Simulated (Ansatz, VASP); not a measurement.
Two plane-wave programs on Sn2F

```
Sn F
1.0
     4.75274    0.00000    0.00000
    -2.37637    4.11599    0.00000
     0.00000    0.00000    3.28368
Sn F
2 1
Direct
  0.33333 0.66667 0.23087
  0.66667 0.33333 0.76913
  0.00000 0.00000 0.00000
```

Alike in both runs: functional PBE; k mesh 6 × 6 × 6; occupations gaussian, width 0.1 eV; no spin polarisation.

Ansatz relaxed the structure, and its values are those at the end. VASP's run is a single point on that final structure, the one shown.

|  | VASP | Ansatz |
| --- | --- | --- |
| version | VASP 6.6.1 | Ansatz 0.2.0 |
| potentials or method | VASP PAW PBE potentials, release 64 (Sn_d, F), cutoff 520 eV | scalar-relativistic, plane waves, PAW |
| valence electrons in the cell | 35 | 35 |

Ansatz gave:

| Item | Value |
| --- | --- |
| gap on the k mesh at the Fermi level (eV) | none |
| pressure (GPa) | 0.0 |
| rms of the force components (eV/Å) | 0.003 |

Q: Estimate VASP's values.

A: gap on the k mesh at the Fermi level (eV): none; pressure (GPa): -0.2; rms of the force components (eV/Å): 0.003.

A gap of «none» marks a metal or a gap that the smearing closes.
